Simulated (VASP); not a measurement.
# MgRh (Pm-3m) in VASP: electric field gradients with LDA

Aim: the electric field gradients of MgRh with LDA.

Program: VASP 6.6.1. These are calculated values, not measurements. Logs are shortened: lines on timing, memory, paths and dates and some standing lists are left out, and cuts for length are marked.

**1. The cell of the first run**

Symmetry: Pm-3m, No. 221, cubic system. Conventional cell: a = 3.099 Å, b = 3.099 Å, c = 3.099 Å, α = 90.00°, β = 90.00°, γ = 90.00°. Within 3.5 Å of Mg (site symmetry m-3m) lie 8 Rh at 2.68 Å and 6 Mg at 3.10 Å. Within 3.5 Å of Rh (site symmetry m-3m) lie 8 Mg at 2.68 Å and 6 Rh at 3.10 Å.

**2. Electric field gradients, LDA**

INCAR reads:

```
SYSTEM = MgRh
ALGO = Normal
EDIFF = 1E-8
ENCUT = 520
GGA = CA
ISIF = 2
ISMEAR = -1
LASPH = .TRUE.
LCHARG = .FALSE.
LEFG = .TRUE.
LREAL = .FALSE.
LWAVE = .FALSE.
NBANDS = 16
NELM = 60
PREC = Accurate
SIGMA = 0.05
```

KPOINTS reads:

```
k-points
0
G
  10 10 10
  0 0 0
```

POSCAR reads:

```
MgRh
1.0
    3.0992000000      0.0000000000      0.0000000000
    0.0000000000      3.0992000000      0.0000000000
    0.0000000000      0.0000000000      3.0992000000
Mg Rh
1 1
Direct
    0.0000000000      0.0000000000      0.0000000000
    0.5000000000      0.5000000000      0.5000000000
```

Potentials or basis: VASP PAW LDA potentials, release 64 (Mg, Rh_pv).

Run with:

```console
$ cat potpaw_LDA.64/Mg/POTCAR potpaw_LDA.64/Rh_pv/POTCAR > POTCAR
$ mpirun -np 1 vasp_std > vasp.out
```

OUTCAR:

```text
SYSTEM = MgRh
   EDIFF = 1E-8
   ENCUT = 520
   GGA = CA
   ISIF = 2
   ISMEAR = -1
   LASPH = .TRUE.
   LREAL = .FALSE.
   NELM = 60
   PREC = Accurate

 ion  position               nearest neighbor table
   1  0.000  0.000  0.000-   2 2.68   2 2.68   2 2.68   2 2.68   2 2.68   2 2.68   2 2.68   2 2.68

   2  0.500  0.500  0.500-   1 2.68   1 2.68   1 2.68   1 2.68   1 2.68   1 2.68   1 2.68   1 2.68

  LATTYP: Found a simple cubic cell.
 ALAT       =     3.0992000000

  Lattice vectors:

 A1 = (   3.0992000000,   0.0000000000,   0.0000000000)
 A2 = (   0.0000000000,   3.0992000000,   0.0000000000)
 A3 = (   0.0000000000,   0.0000000000,   3.0992000000)

Analysis of symmetry for initial positions (statically):
=====================================================================
 Subroutine PRICEL returns:
 Original cell was already a primitive cell.

 Routine SETGRP: Setting up the symmetry group for a
 simple cubic supercell.

 Subroutine GETGRP returns: Found 48 space group operations
 (whereof 48 operations were pure point group operations)
 out of a pool of 48 trial point group operations.

The static configuration has the point symmetry O_h .

Analysis of symmetry for dynamics (positions and initial velocities):
=====================================================================
 Subroutine PRICEL returns:
 Original cell was already a primitive cell.

 Routine SETGRP: Setting up the symmetry group for a
 simple cubic supercell.

 Subroutine GETGRP returns: Found 48 space group operations
 (whereof 48 operations were pure point group operations)
 out of a pool of 48 trial point group operations.

The dynamic configuration has the point symmetry O_h .

 Subroutine INISYM returns: Found 48 space group operations
 (whereof 48 operations are pure point group operations),
 and found     1 'primitive' translations

----------------------------------------------------------------------------------------

                                     Primitive cell

  volume of cell :      29.7679

  direct lattice vectors                    reciprocal lattice vectors
     3.099200000  0.000000000  0.000000000     0.322663913  0.000000000  0.000000000
     0.000000000  3.099200000  0.000000000     0.000000000  0.322663913  0.000000000
     0.000000000  0.000000000  3.099200000     0.000000000  0.000000000  0.322663913

  length of vectors
     3.099200000  3.099200000  3.099200000     0.322663913  0.322663913  0.322663913

  position of ions in fractional coordinates (direct lattice)
     0.000000000  0.000000000  0.000000000
     0.500000000  0.500000000  0.500000000

  ion indices of the primitive-cell ions
   primitive index   ion index
                 1           1
                 2           2

----------------------------------------------------------------------------------------

 KPOINTS: k-points

Automatic generation of k-mesh.
 Grid dimensions read from file:
 generate k-points for:   10   10   10

 Generating k-lattice:

  Cartesian coordinates                     Fractional coordinates (reciprocal lattice)
     0.032266391  0.000000000  0.000000000     0.100000000  0.000000000  0.000000000
     0.000000000  0.032266391  0.000000000     0.000000000  0.100000000  0.000000000
     0.000000000  0.000000000  0.032266391     0.000000000  0.000000000  0.100000000

  Length of vectors
     0.032266391  0.032266391  0.032266391

  Shift w.r.t. Gamma in fractional coordinates (k-lattice)
     0.000000000  0.000000000  0.000000000

 Subroutine IBZKPT returns following result:
 ===========================================

 Found     56 irreducible k-points:

 Following reciprocal coordinates:
            Coordinates               Weight
  0.000000  0.000000  0.000000      1.000000
  0.100000  0.000000  0.000000      6.000000
  0.200000  0.000000  0.000000      6.000000
  0.300000  0.000000  0.000000      6.000000
  0.400000  0.000000  0.000000      6.000000
  0.500000  0.000000  0.000000      3.000000
[... 16 lines left out ...]
  0.200000  0.100000  0.100000     24.000000
  0.300000  0.100000  0.100000     24.000000
 [... further k-points ...]
   k-points           NKPTS =     56   k-points in BZ     NKDIM =     56   number of bands    NBANDS=     16
   number of dos      NEDOS =    301   number of ions     NIONS =      2
   total plane-waves  NPLWV =  13824
   dimension x,y,z NGX =    24 NGY =   24 NGZ =   24
   dimension x,y,z NGXF=    48 NGYF=   48 NGZF=   48
   ions per type =               1   1
   NGX,Y,Z   is equivalent  to a cutoff of  12.87, 12.87, 12.87 a.u.
   NGXF,Y,Z  is equivalent  to a cutoff of  25.75, 25.75, 25.75 a.u.
 SYSTEM =  MgRh
   PREC   = accura    normal or accurate (medium, high low for compatibility)
   ISTART =      0    job   : 0-new  1-cont  2-samecut
   ICHARG =      2    charge: 1-file 2-atom 10-const
   ISPIN  =      1    spin polarized calculation?
   LNONCOLLINEAR =      F non collinear calculations
   LSORBIT =      F    spin-orbit coupling
   LASPH  =      T    aspherical Exc in radial PAW
   ENCUT  =  520.0 eV  38.22 Ry    6.18 a.u.   5.76  5.76  5.76*2*pi/ulx,y,z
   NELM   =     60;   NELMIN=  2; NELMDL= -5     # of ELM steps
   EDIFF  = 0.1E-07   stopping-criterion for ELM
   LREAL  =      F    real-space projection
   EDIFFG = 0.1E-06   stopping-criterion for IOM
   NSW    =      0    number of steps for IOM
   IBRION =     -1    ionic relax: 0-MD 1-quasi-New 2-CG
   NFREE  =      0    steps in history (QN), initial steepest desc. (CG)
   ISIF   =      2    stress and relaxation
   ISYM   =      2    0-nonsym 1-usesym 2-fastsym
   POTIM  = 0.5000    time-step for ionic-motion
   TEBEG  =    0.0;   TEEND  =   0.0 temperature during run
   PSTRESS=    0.0 pullay stress
   NELECT =      17.0000    total number of electrons
   NUPDOWN=      -1.0000    fix difference up-down
   EMIN   =  10.00;   EMAX   =-10.00  energy-range for DOS
   EFERMI =   0.00;   METHOD = LEGACY
   ISMEAR =    -1;   SIGMA  =   0.05  broadening in eV -4-tet -1-fermi 0-gaus
   EFERMI_NEDOS =   21; number of points for ismear=-14 and -15
   IALGO  =     38    algorithm
   IMIX   =      4    mixing-type and parameters
     AMIX     =   0.40;   BMIX     =  1.00
     AMIX_MAG =   1.60;   BMIX_MAG =  1.00
  volume/ion in A,a.u.               =      14.88       100.44
  Fermi-wavevector in a.u.,A,eV,Ry     =   1.358235  2.566692 25.100054  1.844802
  Thomas-Fermi vector in A             =   2.485085
   LORBIT       =      0    0 simple, 1 ext, 2 COOP (PROOUT), +10 PAW based schemes
   GGA     = CA    functional components
   LHFCALC =     F    Hartree Fock is set to
   AEXX    =    0.0000 exact exchange contribution
   IVDW    =     0    specifies the selected vdW correction
   LEPSILON=     F    determine dielectric tensor
   LRPA    =     F    only Hartree local field effects (RPA)
 non-spin polarized calculation
  energy-cutoff  :      520.00
  volume of cell :       29.77
 maximum number of plane-waves:       840
 NGX is ok and might be reduce to    24
   NGX = 11   NGY = 11   NGZ = 11

 number of electron      17.0000011 magnetization

 Free energy of the ion-electron system (eV)
  ---------------------------------------------------
  ext. energy  EPLUGINS =         0.00000000
  ---------------------------------------------------
  free energy    TOTEN  =       -11.47578227 eV

  energy without entropy =      -11.46439286  energy(sigma->0) =      -11.47008756

 E-fermi :   6.5106     XC(G=0): -11.9863

 val. band max:        6.4620285676   @ k =   0.5000   0.2000   0.1000
 cond. band min:       6.5266947578   @ k =   0.4000   0.4000   0.3000
 fundamental gap:      0.0646661901
 Fermi energy:         6.5105952566

 k-point     1 :       0.0000    0.0000    0.0000
  band No.  band energies     occupation
      1     -38.4598      2.00000
      2     -38.4598      2.00000
      3     -38.4598      2.00000
      4      -0.4940      2.00000
      5       3.5833      2.00000
      6       3.5833      2.00000
[... 8 lines left out ...]
     15      23.1023      0.00000
     16      26.8909      0.00000

 k-point     2 :       0.1000    0.0000    0.0000
  band No.  band energies     occupation
      1     -38.4688      2.00000
      2     -38.4591      2.00000
      3     -38.4591      2.00000
      4      -0.3175      2.00000
      5       3.6267      2.00000
      6       3.6650      2.00000
[... 8 lines left out ...]
     15      23.6860      0.00000
     16      26.3004      0.00000
[... 387 lines left out ...]
      5       3.8892      2.00000
      6       3.9934      2.00000
[... 8 lines left out ...]
     15      23.8772      0.00000
     16      24.1752      0.00000

 k-point    24 :       0.3000    0.1000    0.1000
  band No.  band energies     occupation
      1     -38.5197      2.00000
      2     -38.4633      2.00000
      3     -38.4630      2.00000
      4       1.2823      2.00000
      5       4.0431      2.00000
      6       4.1513      2.00000
[... 8 lines left out ...]
     15      22.2066      0.00000
     16      23.2965      0.00000

 [... further k-points ...]
[... 5 lines left out ...]
  --------------------------------------------------------------------------------------
  -------------------------------------------------------------------------------------
  Total       -1.2242162     -1.2242162     -1.2242162     -0.0000000     -0.0000000      0.0000000
  in kB      -65.8900569    -65.8900569    -65.8900569     -0.0000000     -0.0000000      0.0000000
  external PRESSURE =     -65.8900569 kB  Pullay stress =       0.0000000 kB

 VOLUME and BASIS-vectors are now :
 -----------------------------------------------------------------------------
  energy-cutoff  :      520.00
  volume of cell :       29.77
      direct lattice vectors                 reciprocal lattice vectors
     3.099200000  0.000000000  0.000000000     0.322663913  0.000000000  0.000000000
     0.000000000  3.099200000  0.000000000     0.000000000  0.322663913  0.000000000
     0.000000000  0.000000000  3.099200000     0.000000000  0.000000000  0.322663913

 POSITION                                       TOTAL-FORCE (eV/Angst)
 -----------------------------------------------------------------------------------
      0.00000      0.00000      0.00000         0.000000      0.000000      0.000000
      1.54960      1.54960      1.54960         0.000000      0.000000      0.000000
 -----------------------------------------------------------------------------------
    total drift:                                0.000000     -0.000000     -0.000000

  FREE ENERGIE OF THE ION-ELECTRON SYSTEM (eV)
  ---------------------------------------------------
  free  energy   TOTEN  =       -11.4757822670 eV

  energy  without entropy=      -11.4643928571  energy(sigma->0) =      -11.47008756

 Electric field gradients (V/A^2)
---------------------------------------------------------------------
 ion       V_xx      V_yy      V_zz      V_xy      V_xz      V_yz
---------------------------------------------------------------------
   1      -0.000    -0.000     0.000    -0.000     0.000    -0.000
   2       0.000     0.000    -0.000     0.000     0.000    -0.000
---------------------------------------------------------------------

 Electric field gradients after diagonalization (V/A^2)
 (convention: |V_zz| > |V_xx| > |V_yy|)
----------------------------------------------------------------------
 ion       V_xx      V_yy      V_zz     asymmetry (V_yy - V_xx)/ V_zz
----------------------------------------------------------------------
   1      -0.000    -0.000     0.000       0.053
   2       0.000     0.000    -0.000       0.301
----------------------------------------------------------------------

           NMR quadrupolar parameters

 Cq : quadrupolar parameter    Cq=e*Q*V_zz/h
 eta: asymmetry parameters     (V_yy - V_xx)/ V_zz
 Q  : nuclear electric quadrupole moment in mb (millibarn)
----------------------------------------------------------------------
 ion       Cq(MHz)       eta       Q (mb)
----------------------------------------------------------------------
   1       0.000       0.053       1.000
   2      -0.000       0.301       1.000
----------------------------------------------------------------------
```

It took 28 s on 1 thread of AMD EPYC 7R43 (Zen 3), shared host; peak memory 0.11 GiB.

Results:

```yaml
Free_energy: -11.4758 eV
Pressure: -6.6 GPa
```

Levels at points of the mesh, in eV from the Fermi level:
```tsv
k point	band 6	band 7	band 8	band 9	band 10	band 11	band 12	band 13
(0.00, 0.00, 0.00)	-2.93	-0.20	-0.20	-0.20	8.25	8.25	8.25	11.50
(0.50, 0.00, 0.00)	-2.43	-1.24	-1.24	-0.05	1.67	9.28	11.68	11.68
(0.50, 0.50, 0.00)	-1.08	-1.08	0.65	0.70	0.70	4.51	7.34	14.33
(0.50, 0.50, 0.50)	-3.11	0.71	0.71	4.56	4.56	4.56	7.35	9.17
```

Caveat: without QUAD_EFG the Cq values of the log hold for a quadrupole moment of 1 mb, not for the nuclei.
